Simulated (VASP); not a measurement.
# Rh (I4/mmm) in VASP: notebook

Runs on Rh. Level: r2SCAN. Tasks: single point.

Program: VASP 6.6.1. These are calculated values, not measurements. Logs are shortened: lines on timing, memory, paths and dates and some standing lists are left out, and cuts for length are marked.

## (1) The cell of the first run

Symmetry: I4/mmm, No. 139, tetragonal system. Conventional cell: a = 2.649 Å, b = 2.649 Å, c = 3.689 Å, α = 90.00°, β = 90.00°, γ = 90.00°. Rh (site symmetry 4/mmm) has 12 Rh at 2.63 to 2.65 Å within 3.5 Å.

## (2) Single point, r2SCAN (strain -0.015 along x and y, -0.030 along z)

The input, POSCAR:

```
Rh
1.0
    0.0000000000      1.8730267500      1.8445035000
    1.8730267500      0.0000000000      1.8445035000
    1.8730267500      1.8730267500      0.0000000000
Rh
1
Direct
    0.0000000000      0.0000000000      0.0000000000
```

The input, INCAR.step1:

```
SYSTEM = Rh
ALGO     = Normal         ! electronic algorithm
EDIFF    = 1E-4           ! SCF threshold, eV
ENCUT    = 520            ! plane-wave cutoff, eV
GGA      = PE             ! functional
ISMEAR   = 0              ! smearing method
LASPH    = .True.         ! aspherical terms in the spheres
LCHARG   = .False.        ! write CHGCAR
LREAL    = .False.        ! projectors in reciprocal space
LWAVE    = .True.         ! write WAVECAR
NBANDS   = 14             ! bands
NELM     = 100            ! most SCF steps
PREC     = Accurate       ! precision mode
SIGMA    = 0.15           ! smearing width, eV
```

The input, INCAR.step2:

```
SYSTEM = Rh
ALGO     = Normal         ! electronic algorithm
EDIFF    = 1E-6           ! SCF threshold, eV
ENCUT    = 520            ! plane-wave cutoff, eV
ISIF     = 2              ! what is computed and relaxed
ISMEAR   = 0              ! smearing method
ISTART   = 1            
LASPH    = .True.         ! aspherical terms in the spheres
LCHARG   = .False.        ! write CHGCAR
LMIXTAU  = .True.       
LREAL    = .False.        ! projectors in reciprocal space
LWAVE    = .False.        ! write WAVECAR
METAGGA  = R2SCAN         ! meta-GGA
NBANDS   = 14             ! bands
NELM     = 100            ! most SCF steps
PREC     = Accurate       ! precision mode
SIGMA    = 0.15           ! smearing width, eV
```

The input, KPOINTS:

```
k-points
0
Gamma
  8 8 8
  0 0 0
```

Potentials or basis: VASP PAW PBE potentials, release 64 (Rh_pv).

Started as:

```bash
> cat potpaw_PBE.64/Rh_pv/POTCAR > POTCAR
> cp INCAR.step1 INCAR
> mpirun -np 1 vasp_std > vasp.out
> cp INCAR.step2 INCAR
> mpirun -np 1 vasp_std > vasp.out
```

OUTCAR:

```text
SYSTEM = Rh
   EDIFF = 1E-6
   ENCUT = 520
   ISIF = 2
   ISMEAR = 0
   ISTART = 1
   LASPH = .True.
   LREAL = .False.
   METAGGA = R2SCAN
   NELM = 100
   PREC = Accurate

 ion  position               nearest neighbor table
   1  0.000  0.000  0.000-

  LATTYP: Found a body centered tetragonal cell.
 ALAT       =     2.6488598325
 C/A-ratio  =     1.3926773152

  Lattice vectors:

 A1 = (   0.0000000000,  -1.8730267500,  -1.8445035000)
 A2 = (   0.0000000000,   1.8730267500,  -1.8445035000)
 A3 = (   1.8730267500,   0.0000000000,   1.8445035000)

Analysis of symmetry for initial positions (statically):
=====================================================================
 Subroutine PRICEL returns:
 Original cell was already a primitive cell.

 Routine SETGRP: Setting up the symmetry group for a
 body centered tetragonal supercell.

 Subroutine GETGRP returns: Found 16 space group operations
 (whereof 16 operations were pure point group operations)
 out of a pool of 16 trial point group operations.

The static configuration has the point symmetry D_4h.

Analysis of symmetry for dynamics (positions and initial velocities):
=====================================================================
 Subroutine PRICEL returns:
 Original cell was already a primitive cell.

 Routine SETGRP: Setting up the symmetry group for a
 body centered tetragonal supercell.

 Subroutine GETGRP returns: Found 16 space group operations
 (whereof 16 operations were pure point group operations)
 out of a pool of 16 trial point group operations.

The dynamic configuration has the point symmetry D_4h.

 Subroutine INISYM returns: Found 16 space group operations
 (whereof 16 operations are pure point group operations),
 and found     1 'primitive' translations

----------------------------------------------------------------------------------------

                                     Primitive cell

  volume of cell :      12.9419

  direct lattice vectors                    reciprocal lattice vectors
     0.000000000  1.873026750  1.844503500    -0.266947602  0.266947602  0.271075658
     1.873026750  0.000000000  1.844503500     0.266947602 -0.266947602  0.271075658
     1.873026750  1.873026750  0.000000000     0.266947602  0.266947602 -0.271075658

  length of vectors
     2.628768223  2.628768223  2.648859833     0.464762366  0.464762366  0.464762366

  position of ions in fractional coordinates (direct lattice)
     0.000000000  0.000000000  0.000000000

[... 77 lines left out ...]
   EDIFFG = 0.1E-04   stopping-criterion for IOM
   NSW    =      0    number of steps for IOM
   IBRION =     -1    ionic relax: 0-MD 1-quasi-New 2-CG
   NFREE  =      0    steps in history (QN), initial steepest desc. (CG)
   ISIF   =      2    stress and relaxation
   ISYM   =      2    0-nonsym 1-usesym 2-fastsym
   POTIM  = 0.5000    time-step for ionic-motion
   TEBEG  =    0.0;   TEEND  =   0.0 temperature during run
   PSTRESS=    0.0 pullay stress
   NELECT =      15.0000    total number of electrons
   NUPDOWN=      -1.0000    fix difference up-down
   EMIN   =  10.00;   EMAX   =-10.00  energy-range for DOS
   EFERMI =   0.00;   METHOD = LEGACY
   ISMEAR =     0;   SIGMA  =   0.15  broadening in eV -4-tet -1-fermi 0-gaus
   EFERMI_NEDOS =   21; number of points for ismear=-14 and -15
   IALGO  =     38    algorithm
   IMIX   =      4    mixing-type and parameters
     AMIX     =   0.40;   BMIX     =  1.00
     AMIX_MAG =   1.60;   BMIX_MAG =  1.00
  volume/ion in A,a.u.               =      12.94        87.34
  Fermi-wavevector in a.u.,A,eV,Ry     =   1.719648  3.249663 40.234980  2.957188
  Thomas-Fermi vector in A             =   2.796235
   LORBIT       =      0    0 simple, 1 ext, 2 COOP (PROOUT), +10 PAW based schemes
   METAGGA = R2SCAN    functional components
   LHFCALC =     F    Hartree Fock is set to
   AEXX    =    0.0000 exact exchange contribution
   IVDW    =     0    specifies the selected vdW correction
   LEPSILON=     F    determine dielectric tensor
   LRPA    =     F    only Hartree local field effects (RPA)
 non-spin polarized calculation
 Gauss-broadening in eV      SIGMA  =   0.15
  energy-cutoff  :      520.00
  volume of cell :       12.94
 maximum number of plane-waves:       360
   NGX =  9   NGY =  9   NGZ =  9

 number of electron      14.9999997 magnetization

 Free energy of the ion-electron system (eV)
  ---------------------------------------------------
  ext. energy  EPLUGINS =         0.00000000
  ---------------------------------------------------
  free energy    TOTEN  =       -24.06112480 eV

  energy without entropy =      -24.04342470  energy(sigma->0) =      -24.05227475

 E-fermi :  12.9301     XC(G=0): -15.6494

 val. band max:       12.9072780927   @ k =  -0.3750  -0.0000   0.2500
 cond. band min:      12.9649416077   @ k =   0.3750   0.0000   0.0000
 fundamental gap:      0.0576635150
 Fermi energy:        12.9301433793

 k-point     1 :       0.0000    0.0000    0.0000
  band No.  band energies     occupation
      1     -34.9790      2.00000
      2     -34.9790      2.00000
      3     -34.9707      2.00000
      4       4.2458      2.00000
      5       9.3600      2.00000
      6       9.3600      2.00000
      7       9.5439      2.00000
      8      11.6242      2.00000
      9      11.8452      2.00000
     10      29.5256      0.00000
     11      30.2893      0.00000
     12      35.4648      0.00000
     13      35.4648      0.00000
     14      36.0108      0.00000
[... 377 lines left out ...]
      1     -35.6948      2.00000
      2     -35.1406      2.00000
      3     -35.1230      2.00000
      4       6.6912      2.00000
      5       9.1273      2.00000
      6       9.5294      2.00000
      7      10.1545      2.00000
      8      13.1896      0.01446
      9      13.5247      0.00000
     10      26.7890      0.00000
     11      30.2899      0.00000
     12      31.1430      0.00000
     13      35.1875      0.00000
     14      36.7259      0.00000

 [... further k-points ...]
[... 5 lines left out ...]
  --------------------------------------------------------------------------------------
  -------------------------------------------------------------------------------------
  Total        1.6344666      1.6344666      1.9818193      0.0000000     -0.0000000     -0.0000000
  in kB      202.3434664    202.3434664    245.3449918      0.0000000     -0.0000000     -0.0000000
  external PRESSURE =     216.6773082 kB  Pullay stress =       0.0000000 kB

 VOLUME and BASIS-vectors are now :
 -----------------------------------------------------------------------------
  energy-cutoff  :      520.00
  volume of cell :       12.94
      direct lattice vectors                 reciprocal lattice vectors
     0.000000000  1.873026750  1.844503500    -0.266947602  0.266947602  0.271075658
     1.873026750  0.000000000  1.844503500     0.266947602 -0.266947602  0.271075658
     1.873026750  1.873026750  0.000000000     0.266947602  0.266947602 -0.271075658

 POSITION                                       TOTAL-FORCE (eV/Angst)
 -----------------------------------------------------------------------------------
      0.00000      0.00000      0.00000         0.000000      0.000000      0.000000
 -----------------------------------------------------------------------------------
    total drift:                                0.000000      0.000000      0.000000

  FREE ENERGIE OF THE ION-ELECTRON SYSTEM (eV)
  ---------------------------------------------------
  free  energy   TOTEN  =       -24.0611248041 eV

  energy  without entropy=      -24.0434246999  energy(sigma->0) =      -24.05227475
```

Wall time 27 s (1 thread of Intel Xeon 6975P-C, shared host); peak memory 0.13 GiB.

Results:

- Free energy: -24.0611 eV
- Pressure: 21.7 GPa

Levels at points of the mesh, in eV from the Fermi level:
```csv
k point,band 3,band 4,band 5,band 6,band 7,band 8,band 9,band 10,band 11,band 12
"(0.00, 0.00, 0.00)",-47.90,-8.68,-3.57,-3.57,-3.39,-1.31,-1.08,16.60,17.36,22.53
"(0.50, 0.00, 0.00)",-48.03,-6.91,-3.74,-3.54,0.59,0.69,0.81,9.73,16.17,17.36
"(0.50, 0.50, 0.00)",-48.28,-7.21,-6.81,0.55,1.15,1.15,3.79,13.97,14.15,14.15
"(0.50, 0.00, 0.50)",-48.24,-7.20,-6.79,0.56,1.06,1.22,3.42,13.51,14.34,14.55
```

Caveat: the k points lie up to 0.37 Å⁻¹ apart; the cell differs from its parent crystal (strain -0.015 along x and y, -0.030 along z); the PAW data sets were made with another functional, which shifts forces and pressure a little.

## (3) Single point, r2SCAN (strain -0.030 along x and y, +0.030 along z)

The input, POSCAR:

```
Rh
1.0
    0.0000000000      1.8445035000      1.9585965000
    1.8445035000      0.0000000000      1.9585965000
    1.8445035000      1.8445035000      0.0000000000
Rh
1
Direct
    0.0000000000      0.0000000000      0.0000000000
```

The input, INCAR.step1:

```
PREC = Accurate ; ENCUT = 520
ISMEAR = 0 ; SIGMA = 0.15
LREAL = False ; LASPH = True
NELM = 100 ; NBANDS = 14
GGA = PE ; ALGO = Normal
EDIFF = 1E-4 ; LWAVE = True
LCHARG = False
```

The input, INCAR.step2:

```
PREC = Accurate ; ENCUT = 520
EDIFF = 1E-7 ; ISMEAR = 0
SIGMA = 0.15 ; LREAL = False
LASPH = True ; NELM = 100
ALGO = Normal ; ISIF = 2
LWAVE = False ; LCHARG = False
METAGGA = R2SCAN ; LMIXTAU = True
NBANDS = 14 ; ISTART = 1
```

The input, KPOINTS:

```
Automatic mesh
0
Gamma
  8 8 8
```

Potentials or basis: VASP PAW PBE potentials, release 64 (Rh_pv).

Started as:

```bash
> cat potpaw_PBE.64/Rh_pv/POTCAR > POTCAR
> cp INCAR.step1 INCAR
> mpirun -np 1 vasp_std > vasp.out
> cp INCAR.step2 INCAR
> mpirun -np 1 vasp_std > vasp.out
```

OUTCAR:

```text
PREC = Accurate
   ENCUT = 520
   EDIFF = 1E-7
   ISMEAR = 0
   LREAL = False
   LASPH = True
   NELM = 100
   ISIF = 2
   METAGGA = R2SCAN
   ISTART = 1

 ion  position               nearest neighbor table
   1  0.000  0.000  0.000-

  LATTYP: Found a body centered tetragonal cell.
 ALAT       =     2.6085218655
 C/A-ratio  =     1.5016906899

  Lattice vectors:

 A1 = (  -1.8445035000,   0.0000000000,   1.9585965000)
 A2 = (   1.8445035000,   0.0000000000,   1.9585965000)
 A3 = (   0.0000000000,   1.8445035000,  -1.9585965000)
[... 578 lines left out ...]
      6       9.1336      2.00000
      7       9.6127      2.00000
      8      12.6185      0.01325
      9      13.0046      0.00000
     10      25.8528      0.00000
     11      29.7646      0.00000
     12      30.4788      0.00000
     13      33.9988      0.00000
     14      36.0674      0.00000

 [... further k-points ...]
[... 5 lines left out ...]
  --------------------------------------------------------------------------------------
  -------------------------------------------------------------------------------------
  Total        1.4096178      1.4096178      0.1044492      0.0000000      0.0000000      0.0000000
  in kB      169.4642223    169.4642223     12.5568844      0.0000000      0.0000000      0.0000000
  external PRESSURE =     117.1617763 kB  Pullay stress =       0.0000000 kB

 VOLUME and BASIS-vectors are now :
 -----------------------------------------------------------------------------
  energy-cutoff  :      520.00
  volume of cell :       13.33
      direct lattice vectors                 reciprocal lattice vectors
     0.000000000  1.844503500  1.958596500    -0.271075658  0.271075658  0.255284843
     1.844503500  0.000000000  1.958596500     0.271075658 -0.271075658  0.255284843
     1.844503500  1.844503500  0.000000000     0.271075658  0.271075658 -0.255284843

 POSITION                                       TOTAL-FORCE (eV/Angst)
 -----------------------------------------------------------------------------------
      0.00000      0.00000      0.00000         0.000000     -0.000000      0.000000
 -----------------------------------------------------------------------------------
    total drift:                                0.000000     -0.000000      0.000000

  FREE ENERGIE OF THE ION-ELECTRON SYSTEM (eV)
  ---------------------------------------------------
  free  energy   TOTEN  =       -24.0758996456 eV

  energy  without entropy=      -24.0561548077  energy(sigma->0) =      -24.06602723
```

OUTCAR.step1:

```text
PREC = Accurate
   ENCUT = 520
   ISMEAR = 0
   LREAL = False
   LASPH = True
   NELM = 100
[... 623 lines left out ...]

 POSITION                                       TOTAL-FORCE (eV/Angst)
 -----------------------------------------------------------------------------------
      0.00000      0.00000      0.00000         0.000000      0.000000      0.000000
 -----------------------------------------------------------------------------------
    total drift:                                0.000000      0.000000      0.000000

  FREE ENERGIE OF THE ION-ELECTRON SYSTEM (eV)
  ---------------------------------------------------
  free  energy   TOTEN  =        -7.1753796971 eV

  energy  without entropy=       -7.1542210955  energy(sigma->0) =       -7.16480040
```

OSZICAR.step1:

```text
N       E                     dE             d eps       ncg     rms          rms(c)
DAV:   1     0.124033254268E+03    0.12403E+03   -0.87366E+03  1658   0.116E+03
DAV:   2    -0.601884800687E+01   -0.13005E+03   -0.12364E+03  1838   0.344E+02
DAV:   3    -0.763937417990E+01   -0.16205E+01   -0.16172E+01  1946   0.423E+01
DAV:   4    -0.764494570187E+01   -0.55715E-02   -0.55714E-02  1886   0.258E+00
DAV:   5    -0.764499253547E+01   -0.46834E-04   -0.46834E-04  1922   0.207E-01    0.111E+01
DAV:   6    -0.719635868464E+01    0.44863E+00   -0.74267E-01  1730   0.119E+01    0.416E+00
DAV:   7    -0.717881639011E+01    0.17542E-01   -0.17319E-02  1904   0.167E+00    0.189E+00
DAV:   8    -0.717550401915E+01    0.33124E-02   -0.33638E-03  1748   0.784E-01    0.216E-01
DAV:   9    -0.717537939825E+01    0.12462E-03   -0.75999E-05  1066   0.123E-01    0.107E-02
DAV:  10    -0.717537969713E+01   -0.29887E-06   -0.54202E-06   850   0.289E-02
   1 F= -.71753797E+01 E0= -.71648004E+01  d E =-.211586E-01
```

It took 35 s on 1 thread of Intel Xeon 6975P-C, shared host; peak memory 0.13 GiB.

Results:

| Property | Result |
| --- | --- |
| Free energy | -24.0759 eV |
| Pressure | 11.7 GPa |

Stress tensor (GPa, compression positive):
```
16.95  0.00  0.00
 0.00 16.95  0.00
 0.00  0.00  1.26
```

Caveat: the k points lie up to 0.36 Å⁻¹ apart; the cell differs from its parent crystal (strain -0.030 along x and y, +0.030 along z); the PAW data sets were made with another functional, which shifts forces and pressure a little.

## (4) Single point, r2SCAN (strain +0.000 along x and y, -0.030 along z)

The input, POSCAR:

```
Rh
1.0
    0.0000000000      1.9015500000      1.8445035000
    1.9015500000      0.0000000000      1.8445035000
    1.9015500000      1.9015500000      0.0000000000
Rh
1
Direct
    0.0000000000      0.0000000000      0.0000000000
```

The input, INCAR.step1:

```
SYSTEM = Rh
PREC     = Accurate       ! precision mode
ENCUT    = 520            ! plane-wave cutoff, eV
ISMEAR   = 0              ! smearing method
SIGMA    = 0.15           ! smearing width, eV
LREAL    = .FALSE.        ! projectors in reciprocal space
LASPH    = .TRUE.         ! aspherical terms in the spheres
NELM     = 80             ! most SCF steps
NBANDS   = 14             ! bands
GGA      = PE             ! functional
ALGO     = Normal         ! electronic algorithm
EDIFF    = 1E-4           ! SCF threshold, eV
LWAVE    = .TRUE.         ! write WAVECAR
LCHARG   = .FALSE.        ! write CHGCAR
```

The input, INCAR.step2:

```
SYSTEM = Rh
PREC     = Accurate       ! precision mode
ENCUT    = 520            ! plane-wave cutoff, eV
EDIFF    = 1E-7           ! SCF threshold, eV
ISMEAR   = 0              ! smearing method
SIGMA    = 0.15           ! smearing width, eV
LREAL    = .FALSE.        ! projectors in reciprocal space
LASPH    = .TRUE.         ! aspherical terms in the spheres
NELM     = 80             ! most SCF steps
ALGO     = Normal         ! electronic algorithm
ISIF     = 2              ! what is computed and relaxed
LWAVE    = .FALSE.        ! write WAVECAR
LCHARG   = .TRUE.         ! write CHGCAR
METAGGA  = R2SCAN         ! meta-GGA
LMIXTAU  = .TRUE.       
LELF     = .TRUE.         ! ELF
LVHAR    = .TRUE.       
NBANDS   = 14             ! bands
ISTART   = 1
```

The input, KPOINTS:

```
Automatic mesh
0
G
  8 8 8
  0 0 0
```

Started as:

```bash
> cat potpaw_PBE.64/Rh_pv/POTCAR > POTCAR
> cp INCAR.step1 INCAR
> mpirun -np 1 vasp_std > vasp.out
> cp INCAR.step2 INCAR
> mpirun -np 1 vasp_std > vasp.out
```

Wall time 33 s (1 thread of Intel Xeon 6975P-C, shared host); peak memory 0.14 GiB.

Results (log left out):

```
Free energy : -24.0964 eV
Pressure    : 11.0 GPa
```

Stress tensor (GPa, compression positive):
```
 8.39  0.00  0.00
 0.00  8.39  0.00
 0.00  0.00 16.08
```

Levels at points of the mesh, in eV from the Fermi level:
| k point | band 5 | band 6 | band 7 | band 8 | band 9 | band 10 |
| --- | --- | --- | --- | --- | --- | --- |
| (0.00, 0.00, 0.00) | -3.46 | -3.46 | -3.11 | -1.35 | -0.94 | 16.65 |
| (0.50, 0.00, 0.00) | -3.65 | -3.28 | 0.51 | 0.70 | 0.84 | 9.40 |
| (0.50, 0.50, 0.00) | -6.52 | 0.51 | 1.10 | 1.10 | 3.97 | 13.77 |
| (0.50, 0.00, 0.50) | -6.47 | 0.52 | 0.93 | 1.22 | 3.26 | 12.95 |

Caveat: the k points lie up to 0.36 Å⁻¹ apart; the cell differs from its parent crystal (strain +0.000 along x and y, -0.030 along z); the PAW data sets were made with another functional, which shifts forces and pressure a little.

## (5) Summary

| cell | gap on the mesh (eV) | pressure (GPa) |
| --- | --- | --- |
| a = 2.629, b = 2.629, c = 2.649 Å, angles 59.7, 59.7, 60.5°, 1 atom | none | 21.7 |
| a = 2.690, b = 2.690, c = 2.609 Å, angles 61.0, 61.0, 58.0°, 1 atom | none | 11.7 |
| a = 2.649, b = 2.649, c = 2.689 Å, angles 59.5, 59.5, 61.0°, 1 atom | none | 11.0 |

Alike in all rows: task single point; level r2SCAN; potentials or basis VASP PAW PBE potentials, release 64 (Rh_pv); no spin polarisation; k mesh 8 × 8 × 8; cutoff (eV) 520; smearing gaussian 0.15 eV.

Caveats: all runs use coarse meshes; the PAW data sets were made with another functional, which shifts forces and pressure a little.

Absolute energies hang on the potentials; compare differences alone.
